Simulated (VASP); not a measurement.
# SnW: single point with PBE

The system is SnW.

```
CELL_PARAMETERS angstrom
1.72384 -5.22313 0.00000
1.72384 5.22313 0.00000
0.00000 0.00000 4.44418
ATOMIC_POSITIONS crystal
Sn 0.84430 0.15570 0.75000
Sn 0.15570 0.84430 0.25000
W 0.56695 0.43305 0.75000
W 0.43305 0.56695 0.25000
```

| Item | Value |
| --- | --- |
| Program | VASP 6.6.1 |
| Task | single point |
| Functional | PBE |
| Potentials or basis | VASP PAW PBE potentials, release 64 (Sn_d, W_sv) |
| Cutoff | 520 eV |
| k mesh | 14 × 14 × 10 |
| Occupations | gaussian, width 0.1 eV |
| Spin | no spin polarisation |
| Dipole correction | no |
| Further INCAR settings | ALGO = Fast; EDIFF = 1e-06; NBANDS = 36 |

```json
{
  "Pressure": "0.1 GPa",
  "Largest force": "0.023 eV/Å",
  "Band gap on the k mesh": "zero (band 28 reaches 10.40 eV, above the bottom of band 29 at 9.59 eV)"
}
```

Forces on the atoms (eV/Å):
```
Sn   0.000  0.000  0.000
Sn   0.000  0.000  0.000
W    0.000 -0.023  0.000
W    0.000  0.023  0.000
```

Stress tensor (GPa, compression positive):
```
0.04 0.00 0.00
0.00 0.11 0.00
0.00 0.00 0.19
```

Levels at points of the mesh, in eV from the Fermi level:
| k point | band 25 | band 26 | band 27 | band 28 | band 29 | band 30 | band 31 | band 32 |
| --- | --- | --- | --- | --- | --- | --- | --- | --- |
| (0.00, 0.00, 0.00) | -1.20 | -0.86 | -0.69 | -0.37 | -0.04 | 0.39 | 1.90 | 2.24 |
| (0.50, 0.00, 0.00) | -1.46 | -0.56 | -0.55 | 0.17 | 0.65 | 1.58 | 2.53 | 3.09 |
| (0.50, 0.50, 0.00) | -1.30 | -1.28 | -0.88 | 0.10 | 0.38 | 0.45 | 1.91 | 2.21 |
| (0.00, 0.00, 0.50) | -1.61 | -1.61 | -1.54 | -1.54 | 1.49 | 1.49 | 1.85 | 1.85 |
| (0.50, 0.00, 0.50) | -2.03 | -2.03 | -1.20 | -1.20 | 1.74 | 1.74 | 2.49 | 2.49 |
| (0.50, 0.50, 0.50) | -1.45 | -1.45 | -1.20 | -1.20 | 1.51 | 1.51 | 2.37 | 2.37 |

Wall time 25 min on 1 thread of Intel(R) Xeon(R) Platinum 8375C CPU @ 2.90GHz (Ice Lake) (shared host), peak memory 0.86 GiB.

Caveat: spin-orbit coupling is left out, which moves the levels of the heavy elements.
